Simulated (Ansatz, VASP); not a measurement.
Two plane-wave programs on InSb3

```
CELL_PARAMETERS angstrom
4.68118 -0.16550 -0.16550
-0.16550 4.68118 -0.16550
-0.16550 -0.16550 4.68118
ATOMIC_POSITIONS crystal
In 0.00000 0.00000 0.00000
Sb 0.50000 0.00000 0.50000
Sb 0.00000 0.50000 0.50000
Sb 0.50000 0.50000 0.00000
```

Change from the starting cell: equal engineering shear yz, xz and xy -0.0700, equal normal strain along x, y and z -0.0100.

Alike in both runs: task single point; functional PBEsol; k mesh 8 × 8 × 8; occupations gaussian, width 0.15 eV; no spin polarisation.

|  | VASP | Ansatz |
| --- | --- | --- |
| version | VASP 6.6.1 | Ansatz 0.2.0 |
| potentials or method | VASP PAW PBE potentials, release 64 (In_d, Sb), cutoff 520 eV | scalar-relativistic, plane waves, PAW |
| valence electrons in the cell | 28 | 58 |

```tsv
	VASP	Ansatz	Ansatz less VASP
gap on the k mesh at the Fermi level (eV)	none	none	-
pressure (GPa)	2.6	2.6	-0.02
traceless stress, the component that is largest in VASP (GPa)	1.02	1.00	-0.013
```

VASP's potentials were made for PBE, not for PBEsol, and Ansatz warns of the same on its side. A gap of «none» marks a metal or a gap that the smearing closes. VASP's potentials hold 28 valence electrons a cell and Ansatz's 58, so a difference there can come from the potentials and not from the codes.

Neither program's run includes spin-orbit coupling.
